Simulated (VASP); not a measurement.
Crystal: Ag2O.

```
Ag O
1.0
     4.71800    0.00000    0.00000
     0.00000    4.71800    0.00000
     0.00000    0.00000    4.71800
Ag O
4 2
Direct
  0.25000 0.25000 0.25000
  0.25000 0.75000 0.75000
  0.75000 0.75000 0.25000
  0.75000 0.25000 0.75000
  0.00000 0.00000 0.00000
  0.50000 0.50000 0.50000
```

Base run:

```yaml
Program: VASP 6.6.1
Functional: revPBE
Potentials_or_basis: VASP PAW PBE potentials, release 64 (Ag, O)
Cutoff: 600 eV
k_mesh: 4 × 4 × 4
Occupations: methfessel-paxton, width 0.05 eV
Spin: no spin polarisation
```

Its results: band gap on the k mesh 0.06 eV, direct; pressure 7.4 GPa.

Question: The run is repeated on the same cell with these changes: functional from revPBE to RPBE. What comes out?

Answer: Band gap on the k mesh 0.06 eV, direct; pressure 8.4 GPa.

Caveats: the PAW data sets were made with another functional, which shifts forces and pressure a little.

